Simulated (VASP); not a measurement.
# Sb in VASP: further runs

Sb is run at these levels: PBEsol; tasks: electric field gradients.

Everything below comes from runs of VASP 6.6.1. Logs are shortened: lines on timing, memory, paths and dates and some standing lists are left out, and cuts for length are marked.

## 1. The cell of the first run

It takes space group Pm-3m (No. 221, cubic). The conventional cell has a = 3.083 Å, b = 3.083 Å, c = 3.083 Å, α = 90.00°, β = 90.00°, γ = 90.00°. Sb (site symmetry m-3m) has 6 Sb at 3.08 Å within 4.1 Å.

## 2. Electric field gradients, PBEsol

Input file INCAR:

```
SYSTEM = Sb
ALGO = Normal ; EDIFF = 1E-8
ENCUT = 520 ; GGA = PS
ISIF = 2 ; ISMEAR = -1
LASPH = .TRUE. ; LCHARG = .FALSE.
LEFG = .TRUE. ; LREAL = .FALSE.
LWAVE = .FALSE. ; NBANDS = 8
NELM = 80 ; PREC = Accurate
SIGMA = 0.05
```

Input file KPOINTS:

```
k-points
0
G
  12 12 12
  0 0 0
```

Input file POSCAR:

```
Sb
1.0
    3.0833436100      0.0000000000      0.0000000000
    0.0000000000      3.0833436100      0.0000000000
    0.0000000000      0.0000000000      3.0833436100
Sb
1
Direct
    0.0000000000      0.0000000000      0.0000000000
```

Potentials or basis: VASP PAW PBE potentials, release 64 (Sb).

Command:

```console
$ cat potpaw_PBE.64/Sb/POTCAR > POTCAR
$ mpirun -np 1 vasp_std > vasp.out
```

OUTCAR:

```text
SYSTEM = Sb
   EDIFF = 1E-8
   ENCUT = 520
   GGA = PS
   ISIF = 2
   ISMEAR = -1
   LASPH = .TRUE.
   LREAL = .FALSE.
   NELM = 80
   PREC = Accurate

 ion  position               nearest neighbor table
   1  0.000  0.000  0.000-

  LATTYP: Found a simple cubic cell.
 ALAT       =     3.0833436100

  Lattice vectors:

 A1 = (   3.0833436100,   0.0000000000,   0.0000000000)
 A2 = (   0.0000000000,   3.0833436100,   0.0000000000)
 A3 = (   0.0000000000,   0.0000000000,   3.0833436100)

Analysis of symmetry for initial positions (statically):
=====================================================================
 Subroutine PRICEL returns:
 Original cell was already a primitive cell.

 Routine SETGRP: Setting up the symmetry group for a
 simple cubic supercell.

 Subroutine GETGRP returns: Found 48 space group operations
 (whereof 48 operations were pure point group operations)
 out of a pool of 48 trial point group operations.

The static configuration has the point symmetry O_h .

Analysis of symmetry for dynamics (positions and initial velocities):
=====================================================================
 Subroutine PRICEL returns:
 Original cell was already a primitive cell.

 Routine SETGRP: Setting up the symmetry group for a
 simple cubic supercell.

 Subroutine GETGRP returns: Found 48 space group operations
 (whereof 48 operations were pure point group operations)
 out of a pool of 48 trial point group operations.

The dynamic configuration has the point symmetry O_h .

 Subroutine INISYM returns: Found 48 space group operations
 (whereof 48 operations are pure point group operations),
 and found     1 'primitive' translations

----------------------------------------------------------------------------------------

                                     Primitive cell

  volume of cell :      29.3134

  direct lattice vectors                    reciprocal lattice vectors
     3.083343610  0.000000000  0.000000000     0.324323243  0.000000000  0.000000000
     0.000000000  3.083343610  0.000000000     0.000000000  0.324323243  0.000000000
     0.000000000  0.000000000  3.083343610     0.000000000  0.000000000  0.324323243

  length of vectors
[... 110 lines left out ...]
   LRPA    =     F    only Hartree local field effects (RPA)
 non-spin polarized calculation
  energy-cutoff  :      520.00
  volume of cell :       29.31
 maximum number of plane-waves:       840
 NGX is ok and might be reduce to    24
   NGX = 11   NGY = 11   NGZ = 11

 number of electron       4.9999999 magnetization

 Free energy of the ion-electron system (eV)
  ---------------------------------------------------
  ext. energy  EPLUGINS =         0.00000000
  ---------------------------------------------------
  free energy    TOTEN  =        -4.52030579 eV

  energy without entropy =       -4.51410537  energy(sigma->0) =       -4.51720558

 E-fermi :   7.2947     XC(G=0):  -9.8282

 val. band max:        7.2729508115   @ k =   0.4167   0.2500   0.0833
 cond. band min:       7.2954215955   @ k =   0.1667   0.0833   0.0000
 fundamental gap:      0.0224707840
 Fermi energy:         7.2946912206

 k-point     1 :       0.0000    0.0000    0.0000
  band No.  band energies     occupation
      1      -5.3295      2.00000
      2      10.5121      0.00000
      3      10.5121      0.00000
      4      10.5121      0.00000
      5      14.1746      0.00000
      6      14.1746      0.00000
      7      15.4503      0.00000
      8      25.0383      0.00000
[... 243 lines left out ...]
 k-point    24 :       0.4167    0.3333    0.0000
  band No.  band energies     occupation
      1      -1.5900      2.00000
      2       3.4273      2.00000
      3       5.3754      2.00000
      4      11.2260      0.00000
      5      13.7957      0.00000
      6      18.1062      0.00000
      7      20.2265      0.00000
      8      20.4069      0.00000

 [... further k-points ...]
[... 5 lines left out ...]
  --------------------------------------------------------------------------------------
  -------------------------------------------------------------------------------------
  Total       -0.2059865     -0.2059865     -0.2059865     -0.0000000      0.0000000     -0.0000000
  in kB      -11.2585782    -11.2585782    -11.2585782     -0.0000000      0.0000000     -0.0000000
  external PRESSURE =     -11.2585782 kB  Pullay stress =       0.0000000 kB

 VOLUME and BASIS-vectors are now :
 -----------------------------------------------------------------------------
  energy-cutoff  :      520.00
  volume of cell :       29.31
      direct lattice vectors                 reciprocal lattice vectors
     3.083343610  0.000000000  0.000000000     0.324323243  0.000000000  0.000000000
     0.000000000  3.083343610  0.000000000     0.000000000  0.324323243  0.000000000
     0.000000000  0.000000000  3.083343610     0.000000000  0.000000000  0.324323243

 POSITION                                       TOTAL-FORCE (eV/Angst)
 -----------------------------------------------------------------------------------
      0.00000      0.00000      0.00000         0.000000      0.000000      0.000000
 -----------------------------------------------------------------------------------
    total drift:                               -0.000000      0.000000      0.000000

  FREE ENERGIE OF THE ION-ELECTRON SYSTEM (eV)
  ---------------------------------------------------
  free  energy   TOTEN  =        -4.5203057885 eV

  energy  without entropy=       -4.5141053658  energy(sigma->0) =       -4.51720558

 Electric field gradients (V/A^2)
---------------------------------------------------------------------
 ion       V_xx      V_yy      V_zz      V_xy      V_xz      V_yz
---------------------------------------------------------------------
   1      -0.000    -0.000    -0.000     0.000    -0.000     0.000
---------------------------------------------------------------------

 Electric field gradients after diagonalization (V/A^2)
 (convention: |V_zz| > |V_xx| > |V_yy|)
----------------------------------------------------------------------
 ion       V_xx      V_yy      V_zz     asymmetry (V_yy - V_xx)/ V_zz
----------------------------------------------------------------------
   1      -0.000    -0.000    -0.000      -0.552
----------------------------------------------------------------------

           NMR quadrupolar parameters

 Cq : quadrupolar parameter    Cq=e*Q*V_zz/h
 eta: asymmetry parameters     (V_yy - V_xx)/ V_zz
 Q  : nuclear electric quadrupole moment in mb (millibarn)
----------------------------------------------------------------------
 ion       Cq(MHz)       eta       Q (mb)
----------------------------------------------------------------------
   1      -0.000      -0.552       1.000
----------------------------------------------------------------------
```

OSZICAR:

```text
N       E                     dE             d eps       ncg     rms          rms(c)
DAV:   1     0.517834528033E+01    0.51783E+01   -0.16398E+03  1344   0.406E+02
DAV:   2    -0.441250343523E+01   -0.95908E+01   -0.91438E+01  1920   0.535E+01
DAV:   3    -0.452191814997E+01   -0.10941E+00   -0.10937E+00  1632   0.652E+00
DAV:   4    -0.452229713061E+01   -0.37898E-03   -0.37898E-03  2064   0.449E-01
DAV:   5    -0.452229852524E+01   -0.13946E-05   -0.13945E-05  1696   0.169E-02    0.191E+00
DAV:   6    -0.452115229875E+01    0.11462E-02   -0.27731E-04  1888   0.119E-01    0.113E+00
DAV:   7    -0.452029565846E+01    0.85664E-03   -0.74825E-04  1456   0.184E-01    0.582E-02
DAV:   8    -0.452030499639E+01   -0.93379E-05   -0.22389E-05  1904   0.324E-02    0.466E-03
DAV:   9    -0.452030579899E+01   -0.80260E-06   -0.65410E-07  1760   0.555E-03    0.144E-03
DAV:  10    -0.452030575279E+01    0.46197E-07   -0.11975E-07  1720   0.193E-03    0.131E-04
DAV:  11    -0.452030576772E+01   -0.14928E-07   -0.92478E-10  1464   0.222E-04    0.723E-05
DAV:  12    -0.452030578510E+01   -0.17378E-07   -0.27508E-10  1048   0.981E-05    0.428E-05
DAV:  13    -0.452030578850E+01   -0.34042E-08   -0.15565E-11   920   0.265E-05
   1 F= -.45203058E+01 E0= -.45172056E+01  d E =-.620042E-02
```

Run time: 12 s. Hardware: 1 thread of Intel Xeon 6975P-C, shared host; peak memory 0.15 GiB.

What came out:

- Free energy: -4.5203 eV
- Pressure: -1.1 GPa

Levels at points of the mesh, in eV from the Fermi level:
```
           k point  band 1  band 2  band 3  band 4  band 5  band 6
(0.00, 0.00, 0.00)  -12.62    3.22    3.22    3.22    6.88    6.88
(0.50, 0.00, 0.00)  -10.14   -5.81    5.29    5.29    9.02   10.48
(0.50, 0.50, 0.00)   -7.49   -3.70   -3.70    1.97    7.40   12.95
(0.50, 0.50, 0.50)   -4.53   -1.73   -1.73   -1.73    4.70    4.70
```

Caveat: without QUAD_EFG the Cq values of the log hold for a quadrupole moment of 1 mb, not for the nuclei; the PAW data sets were made with another functional, which shifts forces and pressure a little; spin-orbit coupling is left out, which moves the levels of the heavy elements.

## 3. Electric field gradients, PBEsol (volume scaled by 0.98)

Input file INCAR:

```
PREC = Accurate
ENCUT = 520
EDIFF = 1E-8
ISMEAR = -1
SIGMA = 0.05
LREAL = F
LASPH = T
NELM = 100
ALGO = Normal
ISIF = 2
LWAVE = F
LCHARG = F
GGA = PS
LEFG = T
NBANDS = 8
```

Input file KPOINTS:

```
regular mesh
0
Gamma
  12 12 12
```

Input file POSCAR:

```
Sb
1.0
    3.0626494052      0.0000000000      0.0000000000
    0.0000000000      3.0626494052      0.0000000000
    0.0000000000      0.0000000000      3.0626494052
Sb
1
Direct
    0.0000000000      0.0000000000      0.0000000000
```

Potentials or basis: VASP PAW PBE potentials, release 64 (Sb).

Command:

```console
$ cat potpaw_PBE.64/Sb/POTCAR > POTCAR
$ mpirun -np 1 vasp_std > vasp.out
```

OUTCAR:

```text
PREC = Accurate
   ENCUT = 520
   EDIFF = 1E-8
   ISMEAR = -1
   LREAL = F
   LASPH = T
   NELM = 100
   ISIF = 2
   GGA = PS

 ion  position               nearest neighbor table
   1  0.000  0.000  0.000-

  LATTYP: Found a simple cubic cell.
 ALAT       =     3.0626494052

  Lattice vectors:

 A1 = (   3.0626494052,   0.0000000000,   0.0000000000)
 A2 = (   0.0000000000,   3.0626494052,   0.0000000000)
 A3 = (   0.0000000000,   0.0000000000,   3.0626494052)

Analysis of symmetry for initial positions (statically):
[... 468 lines left out ...]

  FREE ENERGIE OF THE ION-ELECTRON SYSTEM (eV)
  ---------------------------------------------------
  free  energy   TOTEN  =        -4.5223039566 eV

  energy  without entropy=       -4.5161373063  energy(sigma->0) =       -4.51922063

 Electric field gradients (V/A^2)
---------------------------------------------------------------------
 ion       V_xx      V_yy      V_zz      V_xy      V_xz      V_yz
---------------------------------------------------------------------
   1       0.000    -0.000     0.000     0.000    -0.000    -0.000
---------------------------------------------------------------------

 Electric field gradients after diagonalization (V/A^2)
 (convention: |V_zz| > |V_xx| > |V_yy|)
----------------------------------------------------------------------
 ion       V_xx      V_yy      V_zz     asymmetry (V_yy - V_xx)/ V_zz
----------------------------------------------------------------------
   1      -0.000     0.000     0.000       0.925
----------------------------------------------------------------------

           NMR quadrupolar parameters

 Cq : quadrupolar parameter    Cq=e*Q*V_zz/h
 eta: asymmetry parameters     (V_yy - V_xx)/ V_zz
 Q  : nuclear electric quadrupole moment in mb (millibarn)
----------------------------------------------------------------------
 ion       Cq(MHz)       eta       Q (mb)
----------------------------------------------------------------------
   1       0.000       0.925       1.000
----------------------------------------------------------------------
```

OSZICAR:

```text
N       E                     dE             d eps       ncg     rms          rms(c)
DAV:   1     0.469800242737E+01    0.46980E+01   -0.15918E+03  1344   0.401E+02
DAV:   2    -0.441157248132E+01   -0.91096E+01   -0.87262E+01  1920   0.520E+01
DAV:   3    -0.452428470323E+01   -0.11271E+00   -0.11240E+00  1560   0.659E+00
DAV:   4    -0.452471184796E+01   -0.42714E-03   -0.42714E-03  2072   0.502E-01
DAV:   5    -0.452471325016E+01   -0.14022E-05   -0.14026E-05  1632   0.173E-02    0.198E+00
DAV:   6    -0.452331166873E+01    0.14016E-02   -0.21036E-04  1936   0.113E-01    0.118E+00
DAV:   7    -0.452229293657E+01    0.10187E-02   -0.60716E-04  1560   0.178E-01    0.567E-02
DAV:   8    -0.452230318313E+01   -0.10247E-04   -0.18279E-05  1992   0.292E-02    0.456E-03
DAV:   9    -0.452230394936E+01   -0.76623E-06   -0.60141E-07  1704   0.526E-03    0.143E-03
DAV:  10    -0.452230392743E+01    0.21931E-07   -0.10696E-07  1672   0.188E-03    0.989E-05
DAV:  11    -0.452230394054E+01   -0.13105E-07   -0.69562E-10  1432   0.215E-04    0.572E-05
DAV:  12    -0.452230395622E+01   -0.15687E-07   -0.83707E-11   960   0.661E-05    0.188E-05
DAV:  13    -0.452230395665E+01   -0.42519E-09   -0.40764E-12   896   0.159E-05
   1 F= -.45223040E+01 E0= -.45192206E+01  d E =-.616665E-02
```

stdout:

```text
POSCAR found type information on POSCAR Sb
 POSCAR found :  1 types and       1 ions
 scaLAPACK will be used
 -----------------------------------------------------------------------------
|                                                                             |
|                                                                             |
|     You enforced a specific xc type in the INCAR file but a different       |
|     I HOPE YOU KNOW WHAT YOU ARE DOING!                                     |
|                                                                             |
 -----------------------------------------------------------------------------

 LDA part: xc-table for (Slater+PW92), standard interpolation
 POSCAR, INCAR and KPOINTS ok, starting setup
 FFT: planning ... GRIDC
 FFT: planning ... GRID_SOFT
 FFT: planning ... GRID
 WAVECAR not read
 entering main loop
ion   1
```

Wall time 11 s (1 thread of Intel Xeon 6975P-C, shared host); peak memory 0.15 GiB.

Results:

```yaml
Free_energy: -4.5223 eV
Pressure: 0.1 GPa
```

Levels at points of the mesh, in eV from the Fermi level:
```csv
k point,band 1,band 2,band 3,band 4,band 5,band 6,band 7,band 8
"(0.00, 0.00, 0.00)",-12.79,3.26,3.26,3.26,6.90,6.90,8.28,17.85
"(0.50, 0.00, 0.00)",-10.23,-5.95,5.40,5.40,9.08,10.53,11.40,11.48
"(0.50, 0.50, 0.00)",-7.49,-3.80,-3.80,1.89,7.59,13.11,13.26,13.26
"(0.50, 0.50, 0.50)",-4.42,-1.78,-1.78,-1.78,4.67,4.67,4.67,6.64
```

Caveat: without QUAD_EFG the Cq values of the log hold for a quadrupole moment of 1 mb, not for the nuclei; the PAW data sets were made with another functional, which shifts forces and pressure a little; spin-orbit coupling is left out, which moves the levels of the heavy elements.

(Continued in part 2 of 3.)
